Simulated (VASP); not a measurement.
# S: single point with PBE

Crystal: S.

```
CELL_PARAMETERS angstrom
1.58452 -0.91482 3.09115
0.00000 1.82964 3.09115
-1.58452 -0.91482 3.09115
ATOMIC_POSITIONS crystal
S 0.25000 0.25000 0.25000
S 0.75000 0.75000 0.75000
```

```json
{
 "Program": "VASP 6.6.1",
 "Task": "single point",
 "Functional": "PBE",
 "Potentials or basis": "VASP PAW PBE potentials, release 64 (S)",
 "Cutoff": "520 eV",
 "k mesh": "14 × 14 × 14",
 "Occupations": "fermi-dirac, width 0.1 eV",
 "Spin": "no spin polarisation"
}
```

```yaml
Pressure: 29.6 GPa
Band_gap_on_the_k_mesh: zero (band 6 reaches 13.36 eV, above the bottom of band 7 at 8.32 eV)
```

Levels at points of the mesh, in eV from the Fermi level:
```csv
k point,band 4,band 5,band 6,band 7,band 8,band 9
"(0.00, 0.00, 0.00)",-3.64,-3.64,1.83,1.83,3.12,3.48
"(0.50, 0.00, 0.00)",-4.63,-3.21,-3.21,-1.99,-1.99,8.28
"(0.50, 0.50, 0.00)",-8.32,-6.38,1.04,3.65,4.41,5.42
"(0.50, 0.50, 0.50)",-2.38,-2.38,-2.38,-0.04,-0.04,9.18
```

Run time: 4.6 min on 1 thread of AMD EPYC 7R13 (shared host), peak memory 0.17 GiB.
